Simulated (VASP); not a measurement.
# F (C2/m) in VASP: further runs, part 2 of 2

VASP 6.6.1. The steps go on from the part before.

### Step 4. Single point, PBEsol

This run uses another cell than the first one, of 21.06 Å³/atom, 1.046 times its volume.

INCAR

```
ALGO = Normal ; EDIFF = 1E-7
ENCUT = 520 ; GGA = PS
ISIF = 2 ; ISMEAR = 0
LASPH = T ; LCHARG = T
LELF = T ; LREAL = F
LVHAR = T ; LWAVE = F
NBANDS = 22 ; NELM = 60
PREC = Accurate ; SIGMA = 0.05
```

KPOINTS

```
k-points
0
Gamma
  4 4 2
```

POSCAR

```
F
1.0
    3.0304215931     -1.8869849949     -0.2337322562
    3.0304215931      1.8869849949     -0.2337322562
   -2.2351556293      0.0000000000      7.5388421117
F
4
Direct
    0.0848459664      0.0848459664      0.0940038325
    0.9151540336      0.9151540336      0.9059961675
    0.5015719855      0.5015719855      0.5937195244
    0.4984280145      0.4984280145      0.4062804756
```

Potentials or basis: VASP PAW PBE potentials, release 64 (F).

The run is started by

```bash
$ cat potpaw_PBE.64/F/POTCAR > POTCAR
$ mpirun -np 1 vasp_std > vasp.out
```

OUTCAR:

```text
EDIFF = 1E-7
   ENCUT = 520
   GGA = PS
   ISIF = 2
   ISMEAR = 0
   LASPH = T
   LREAL = F
   NELM = 60
   PREC = Accurate

 ion  position               nearest neighbor table
   1  0.085  0.085  0.094-   2 1.47
   2  0.915  0.915  0.906-   1 1.47
   3  0.502  0.502  0.594-   4 1.47
   4  0.498  0.498  0.406-   3 1.47

  LATTYP: Found a base centered monoclinic cell.
 ALAT       =     6.0788439031
 B/A-ratio  =     0.6208367989
 C/A-ratio  =     1.2935369722
 COS(beta)  =    -0.3571411449

  Lattice vectors:

 A1 = (   3.0304215931,  -1.8869849949,  -0.2337322562)
 A2 = (   3.0304215931,   1.8869849949,  -0.2337322562)
 A3 = (  -2.2351556293,   0.0000000000,   7.5388421117)

Analysis of symmetry for initial positions (statically):
=====================================================================
 Subroutine PRICEL returns:
 Original cell was already a primitive cell.

 Routine SETGRP: Setting up the symmetry group for a
 base centered monoclinic supercell.

 Subroutine GETGRP returns: Found  4 space group operations
 (whereof  4 operations were pure point group operations)
 out of a pool of  4 trial point group operations.

The static configuration has the point symmetry C_2h.

Analysis of symmetry for dynamics (positions and initial velocities):
=====================================================================
 Subroutine PRICEL returns:
 Original cell was already a primitive cell.

 Routine SETGRP: Setting up the symmetry group for a
 base centered monoclinic supercell.

 Subroutine GETGRP returns: Found  4 space group operations
[... 108 lines left out ...]
   NUPDOWN=      -1.0000    fix difference up-down
   EMIN   =  10.00;   EMAX   =-10.00  energy-range for DOS
   EFERMI =   0.00;   METHOD = LEGACY
   ISMEAR =     0;   SIGMA  =   0.05  broadening in eV -4-tet -1-fermi 0-gaus
   EFERMI_NEDOS =   21; number of points for ismear=-14 and -15
   IALGO  =     38    algorithm
   IMIX   =      4    mixing-type and parameters
     AMIX     =   0.40;   BMIX     =  1.00
     AMIX_MAG =   1.60;   BMIX_MAG =  1.00
  volume/ion in A,a.u.               =      21.06       142.13
  Fermi-wavevector in a.u.,A,eV,Ry     =   1.133986  2.142923 17.496057  1.285924
  Thomas-Fermi vector in A             =   2.270689
   LORBIT       =      0    0 simple, 1 ext, 2 COOP (PROOUT), +10 PAW based schemes
   GGA     = PS    functional components
   LHFCALC =     F    Hartree Fock is set to
   AEXX    =    0.0000 exact exchange contribution
   IVDW    =     0    specifies the selected vdW correction
   LEPSILON=     F    determine dielectric tensor
   LRPA    =     F    only Hartree local field effects (RPA)
 non-spin polarized calculation
 Gauss-broadening in eV      SIGMA  =   0.05
  energy-cutoff  :      520.00
  volume of cell :       84.25
 maximum number of plane-waves:      2284
 NGX is ok and might be reduce to    28
   NGX = 13   NGY = 13   NGZ = 29

 number of electron      27.9999984 magnetization

 Free energy of the ion-electron system (eV)
  ---------------------------------------------------
  ext. energy  EPLUGINS =         0.00000000
  ---------------------------------------------------
  free energy    TOTEN  =        -7.68928785 eV

  energy without entropy =       -7.68928785  energy(sigma->0) =       -7.68928785

 E-fermi :  -6.1609     XC(G=0):  -6.4251

 val. band max:       -6.3972410941   @ k =   0.5000   0.5000   0.0000
 cond. band min:      -4.0738081371   @ k =   0.0000   0.0000   0.0000
 fundamental gap:      2.3234329570
 Fermi energy:        -6.1609069750

 k-point     1 :       0.0000    0.0000    0.0000
  band No.  band energies     occupation
      1     -30.3695      2.00000
      2     -30.2013      2.00000
      3     -24.9712      2.00000
      4     -24.7668      2.00000
      5     -12.4420      2.00000
      6     -11.9508      2.00000
[... 339 lines left out ...]
     21       8.5037      0.00000
     22       8.5765      0.00000

------------------------ aborting loop because EDIFF is reached ----------------------------------------

  FORCE on cell =-STRESS in cart. coord.  units (eV):
  Direction    XX          YY          ZZ          XY          YZ          ZX
  --------------------------------------------------------------------------------------
  -------------------------------------------------------------------------------------
  Total       -0.9111260     -0.2799156     -4.8656198      0.0000000      0.0000000     -0.3346356
  in kB      -17.3272420     -5.3232642    -92.5314047      0.0000000      0.0000000     -6.3638968
  external PRESSURE =     -38.3939703 kB  Pullay stress =       0.0000000 kB

 VOLUME and BASIS-vectors are now :
 -----------------------------------------------------------------------------
  energy-cutoff  :      520.00
  volume of cell :       84.25
      direct lattice vectors                 reciprocal lattice vectors
     3.030421593 -1.886984995 -0.233732256     0.168854833 -0.264972960  0.050062970
     3.030421593  1.886984995 -0.233732256     0.168854833  0.264972960  0.050062970
    -2.235155629  0.000000000  7.538842112     0.010470261  0.000000000  0.135750643

 POSITION                                       TOTAL-FORCE (eV/Angst)
 -----------------------------------------------------------------------------------
      0.30412      0.00000      0.66902        -0.721198      0.000000     -1.562767
      3.52156      0.00000      6.40236         0.721198      0.000000      1.562767
      1.71289      0.00000      4.24149         0.478058      0.000000     -1.674161
      2.11279      0.00000      2.82989        -0.478058      0.000000      1.674161
 -----------------------------------------------------------------------------------
    total drift:                                0.000000      0.000000     -0.000000

  FREE ENERGIE OF THE ION-ELECTRON SYSTEM (eV)
  ---------------------------------------------------
  free  energy   TOTEN  =        -7.6892878489 eV

  energy  without entropy=       -7.6892878489  energy(sigma->0) =       -7.68928785
```

OSZICAR:

```text
N       E                     dE             d eps       ncg     rms          rms(c)
DAV:   1     0.185365752914E+03    0.18537E+03   -0.14695E+04   616   0.114E+03
DAV:   2     0.581664369456E+00   -0.18478E+03   -0.17754E+03   846   0.275E+02
DAV:   3    -0.932403388090E+01   -0.99057E+01   -0.98603E+01   718   0.653E+01
DAV:   4    -0.938972282065E+01   -0.65689E-01   -0.65686E-01   664   0.606E+00
DAV:   5    -0.939014141041E+01   -0.41859E-03   -0.41859E-03   712   0.470E-01    0.111E+01
DAV:   6    -0.812507325437E+01    0.12651E+01   -0.40727E-01   616   0.629E+00    0.629E+00
DAV:   7    -0.769072916690E+01    0.43434E+00   -0.56388E-01   622   0.697E+00    0.624E-01
DAV:   8    -0.768904482903E+01    0.16843E-02   -0.72270E-02   658   0.188E+00    0.114E-01
DAV:   9    -0.768916326871E+01   -0.11844E-03   -0.83636E-04   664   0.221E-01    0.694E-02
DAV:  10    -0.768928288719E+01   -0.11962E-03   -0.24163E-04   658   0.124E-01    0.241E-02
DAV:  11    -0.768928838527E+01   -0.54981E-05   -0.29809E-05   688   0.551E-02    0.619E-03
DAV:  12    -0.768928813762E+01    0.24765E-06   -0.34244E-06   670   0.176E-02    0.292E-03
DAV:  13    -0.768928784786E+01    0.28975E-06   -0.10739E-06   670   0.997E-03    0.203E-03
DAV:  14    -0.768928784893E+01   -0.10700E-08   -0.13907E-07   468   0.535E-03
   1 F= -.76892878E+01 E0= -.76892878E+01  d E =-.176003E-12
```

Wall time 49 s (1 thread of Intel Xeon 6975P-C, shared host); peak memory 0.19 GiB.

What came out:

| Item | Value |
| --- | --- |
| Free energy | -7.6893 eV |
| Pressure | -3.8 GPa |
| Largest force | 1.741 eV/Å |
| Band gap on the k mesh | 2.32 eV, indirect (least direct gap 2.37 eV) |

Forces in eV/Å, atoms in the order of the input:
```
F   -0.721  0.000 -1.563
F    0.721  0.000  1.563
F    0.478  0.000 -1.674
F   -0.478  0.000  1.674
```

Stress tensor (GPa, compression positive):
```
-1.73  0.00 -0.64
 0.00 -0.53  0.00
-0.64  0.00 -9.25
```

Caveat: the k points lie up to 0.50 Å⁻¹ apart; the PAW data sets were made with another functional, which shifts forces and pressure a little.

### Step 5. Single point, PBEsol

This run uses another cell than the first one, of 21.06 Å³/atom, 1.046 times its volume.

INCAR

```
SYSTEM = F
PREC = Accurate ; ENCUT = 520
EDIFF = 1E-7 ; ISMEAR = 0
SIGMA = 0.05 ; LREAL = .FALSE.
LASPH = .TRUE. ; NELM = 80
ALGO = Normal ; ISIF = 2
LWAVE = .FALSE. ; LCHARG = .TRUE.
GGA = PS ; LELF = .TRUE.
LVHAR = .TRUE. ; NBANDS = 22
```

KPOINTS

```
regular mesh
0
G
  4 4 2
  0 0 0
```

POSCAR

```
F
1.0
    3.1627248122     -1.8470951577     -0.2439366219
    3.1627248122      1.8470951577     -0.2439366219
   -2.3693369126      0.0000000000      7.3934686309
F
4
Direct
    0.0848459664      0.0848459664      0.0940038325
    0.9151540336      0.9151540336      0.9059961675
    0.5015719855      0.5015719855      0.5937195244
    0.4984280145      0.4984280145      0.4062804756
```

The run is started by

```bash
$ cat potpaw_PBE.64/F/POTCAR > POTCAR
$ mpirun -np 1 vasp_std > vasp.out
```

It took 49 s on 1 thread of Intel Xeon 6975P-C, shared host; peak memory 0.19 GiB.

The run converged. Its results:

```
Free energy            : -7.7491 eV
Pressure               : -2.8 GPa
Largest force          : 1.211 eV/Å
Band gap on the k mesh : 2.53 eV, indirect (least direct gap 2.60 eV)
```

Forces on the atoms (eV/Å):
```
F   -0.523  0.000 -1.077
F    0.523  0.000  1.077
F    0.362  0.000 -1.155
F   -0.362  0.000  1.155
```

Stress tensor (GPa, compression positive):
```
-1.48  0.00 -0.43
 0.00 -0.53  0.00
-0.43  0.00 -6.40
```

Levels at points of the mesh, in eV from the valence-band top:
```
           k point  band 12  band 13  band 14  band 15  band 16  band 17
(0.00, 0.00, 0.00)    -0.16    -0.09    -0.06     2.53     3.18     8.66
(0.50, 0.00, 0.00)    -0.25    -0.22    -0.13     2.87     2.96    12.37
(0.50, 0.50, 0.00)    -0.24    -0.15     0.00     2.83     2.96    12.78
(0.00, 0.00, 0.50)    -0.15    -0.13    -0.06     2.80     2.89     9.44
(0.50, 0.00, 0.50)    -0.27    -0.16    -0.05     2.73     3.08    12.27
(0.50, 0.50, 0.50)    -0.19    -0.16    -0.07     2.87     2.96    12.38
```

Caveat: the k points lie up to 0.50 Å⁻¹ apart; the PAW data sets were made with another functional, which shifts forces and pressure a little. A k mesh can miss the band edges.

### Step 6. The runs side by side

```tsv
cell	gap on the mesh (eV)	pressure (GPa)	largest force (eV/Å)
a = 3.592, b = 3.592, c = 7.672 Å, angles 108.7, 108.7, 61.2°, 4 atoms	2.68	-1.9	0.69
a = 3.743, b = 3.743, c = 7.539 Å, angles 110.8, 110.8, 56.5°, 4 atoms	3.01	-0.1	0.24
a = 3.578, b = 3.578, c = 7.863 Å, angles 107.7, 107.7, 63.7°, 4 atoms	2.32	-3.8	1.74
a = 3.671, b = 3.671, c = 7.764 Å, angles 109.0, 109.0, 60.4°, 4 atoms	2.53	-2.8	1.21
```

Alike in all rows: task single point; level PBEsol; potentials or basis VASP PAW PBE potentials, release 64 (F); no spin polarisation; k mesh 4 × 4 × 2; cutoff (eV) 520; smearing gaussian 0.05 eV.

Caveats: all runs use coarse meshes; the PAW data sets were made with another functional, which shifts forces and pressure a little.

Total energies depend on the potentials used, so only differences within one code and one set of settings carry meaning.
